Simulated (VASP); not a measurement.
Runs of VASP 6.6.1 on TiB2. The structure is that of space group P6/mmm (No. 191), or close to it. The cells are those of the table. 

| task | cell | gap on the mesh (eV) | pressure (GPa) |
| --- | --- | --- | --- |
| single point | a = 2.988, b = 2.988, c = 3.185 Å, angles 90.0, 90.0, 120.0°, 3 atoms | none | 6.2 |
| single point | a = 3.009, b = 3.009, c = 3.207 Å, angles 90.0, 90.0, 120.0°, 3 atoms | none | 0.4 |
| single point | a = 3.029, b = 3.016, c = 3.228 Å, angles 89.8, 89.4, 119.6°, 3 atoms | none | -4.7 |
| single point | a = 3.049, b = 3.049, c = 3.250 Å, angles 90.0, 90.0, 120.0°, 3 atoms | none | (a) |
| electric field gradients | a = 3.009, b = 3.009, c = 3.207 Å, angles 90.0, 90.0, 120.0°, 3 atoms | none | 0.4 |

Alike in all rows: level PBEsol; potentials or basis VASP PAW PBE potentials, release 64 (Ti_sv, B); no spin polarisation; k mesh 14 × 14 × 11; cutoff (eV) 520; smearing fermi-dirac 0.03 eV.

Q: Fill in the values left out.

A: (a) -9.5.

Caveats: the PAW data sets were made with another functional, which shifts forces and pressure a little.

A gap of «none» marks levels without a gap at the run's occupations.
